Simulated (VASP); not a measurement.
# TcN2: single point with RPBE

The system is TcN2.

```
Tc N
1.0
     0.00000    2.44455    2.44455
     2.44455    0.00000    2.44455
     2.44455    2.44455    0.00000
Tc N
1 2
Direct
  0.00000 0.00000 0.00000
  0.75000 0.75000 0.75000
  0.25000 0.25000 0.25000
```

- Program: VASP 6.6.1
- Task: single point
- Functional: RPBE
- Potentials or basis: VASP PAW PBE potentials, release 64 (Tc_pv, N)
- Cutoff: 520 eV
- k mesh: 10 × 10 × 10
- Occupations: fermi-dirac, width 0.05 eV
- Spin: no spin polarisation
- Dipole correction: no
- Further INCAR settings: ALGO = Normal; EDIFF = 1e-07; NBANDS = 18

```json
{"Pressure": "-0.7 GPa", "Band gap on the k mesh": "zero (an odd number of electrons rules out a gap without spin polarisation)"}
```

Levels at points of the mesh, in eV from the Fermi level:
```tsv
k point	band 8	band 9	band 10	band 11	band 12	band 13	band 14	band 15	band 16	band 17
(0.00, 0.00, 0.00)	-6.97	-1.12	-1.12	0.23	0.23	0.23	6.14	6.14	6.14	9.24
(0.50, 0.00, 0.00)	-2.93	-2.47	-1.83	-1.83	-0.63	-0.63	2.52	5.63	5.63	10.23
(0.50, 0.50, 0.00)	-4.22	-2.88	-2.88	-0.20	0.33	1.31	2.68	4.72	4.72	11.64
```

Run time: 23 s on 1 thread of AMD EPYC 9R14 (Zen 4), with other jobs on the host, peak memory 0.13 GiB.

Caveat: the PAW data sets were made with another functional, which shifts forces and pressure a little; an odd number of electrons without spin polarisation forces a metal; a magnetic or distorted state may lie lower.
